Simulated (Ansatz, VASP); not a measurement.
## Nb: VASP beside Ansatz

```
CELL_PARAMETERS angstrom
0.00000 2.11500 2.11500
2.27363 0.00000 2.11500
2.27363 2.11500 0.00000
ATOMIC_POSITIONS crystal
Nb 0.00000 0.00000 0.00000
```

Change from the starting cell: strain +0.0750 x Voigt [1, 0, 0, 0, 0, 0], atoms carried along.

Alike in both runs: task single point; functional PBEsol; k mesh 20 × 20 × 20; occupations gaussian, width 0.15 eV; no spin polarisation.

```csv
,VASP,Ansatz
version,VASP 6.6.1,Ansatz 0.2.0
potentials or method,"VASP PAW PBE potentials, release 64 (Nb_sv), cutoff 500 eV","scalar-relativistic, plane waves, PAW"
valence electrons in the cell,13,13
```

VASP gave:

```
gap on the k mesh at the Fermi level (eV)                     : none
pressure (GPa)                                                : -17.2
traceless stress, the component that is largest in VASP (GPa) : 6.99
```

Task: Which values does Ansatz return?

Result: gap on the k mesh at the Fermi level (eV): none; pressure (GPa): -16.9; traceless stress, the component that is largest in VASP (GPa): 7.03.

VASP's potentials were made for PBE, not for PBEsol. A gap of «none» marks a metal or a gap that the smearing closes.
